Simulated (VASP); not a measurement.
A run of VASP 6.6.1 is set up as follows.

INCAR

```
SYSTEM = MgO
ALGO     = Normal         ! electronic algorithm
EDIFF    = 1E-6           ! SCF threshold, eV
ENCUT    = 520            ! plane-wave cutoff, eV
GGA      = CA             ! functional
ISIF     = 2              ! what is computed and relaxed
ISMEAR   = 0              ! smearing method
LASPH    = .True.         ! aspherical terms in the spheres
LCHARG   = .False.        ! write CHGCAR
LREAL    = .False.        ! projectors in reciprocal space
LWAVE    = .False.        ! write WAVECAR
NBANDS   = 11             ! bands
NELM     = 100            ! most SCF steps
PREC     = Accurate       ! precision mode
SIGMA    = 0.01           ! smearing width, eV
```

File KPOINTS:

```
k-points
0
Gamma
  10 10 10
  0 0 0
```

The input POSCAR:

```
MgO
1.0
    0.0000000000      2.0795922133      2.0795922133
    2.0795922133      0.0000000000      2.0795922133
    2.0795922133      2.0795922133      0.0000000000
Mg O
1 1
Direct
    0.0000000000      0.0000000000      0.0000000000
    0.5000000000      0.5000000000      0.5000000000
```

Potentials or basis: VASP PAW LDA potentials, release 64 (Mg, O).

Launch:

```bash
$ cat potpaw_LDA.64/Mg/POTCAR potpaw_LDA.64/O/POTCAR > POTCAR
$ mpirun -np 1 vasp_std > vasp.out
```

Question: Predict the pressure.

Answer: -1.7 GPa.

Question: Predict the band gap on the k mesh.

Answer: 5.04 eV, direct.

**Experimental background.**

From “Electronic structure of alkaline earth and post-transition metal oxides”, 2009, arxiv:0908.1581, for a bulk crystal of MgO: band gap 7.83 eV.

Measured gap of MgO: 7.83 eV (quoted in “Electronic structure of alkaline earth and post-transition metal oxides”, 2009, arxiv:0908.1581). This calculation gives 5.04 eV (-2.79 eV). The value is that of LDA, without temperature or zero-point motion. Semilocal functionals fall short of measured gaps as a rule.
